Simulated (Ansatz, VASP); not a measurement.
One calculation of HgB2H8, two programs

```
CELL_PARAMETERS angstrom
11.21000 0.00000 0.00000
0.00000 10.95000 0.00000
0.00000 0.00000 15.45000
ATOMIC_POSITIONS crystal
Hg 0.49993 0.49978 0.49989
B 0.50067 0.52367 0.65008
B 0.49920 0.47588 0.34971
H 0.50982 0.44779 0.70852
H 0.58934 0.58859 0.64411
H 0.40143 0.57033 0.64689
H 0.50880 0.41955 0.60393
H 0.49004 0.55176 0.29126
H 0.59844 0.42922 0.35289
H 0.41053 0.41096 0.35568
H 0.49107 0.58000 0.39586
```

Alike in both runs: task single point; functional PBE; k mesh 1 × 1 × 1; occupations gaussian, width 0.01 eV; non-collinear spin, spin-orbit coupling.

```csv
,VASP,Ansatz
version,VASP 6.6.1,Ansatz 0.2.0
potentials or method,"VASP PAW PBE potentials, release 64 (Hg, B, H), cutoff 520 eV","plane waves, PAW"
valence electrons in the cell,26,34
```

```csv
,VASP,Ansatz,Ansatz less VASP
rms of the force components (eV/Å),0.129,0.135,+0.0058
net moment per atom (μB),0.00,0.00,0.000
```

With one functional, cell and mesh, what is left measures potentials, basis and numerics. VASP's potentials hold 26 valence electrons a cell and Ansatz's 34, so a difference there can come from the potentials and not from the codes. Ansatz's warnings: structure snapped to symmetry, xc potential rough in thin density.
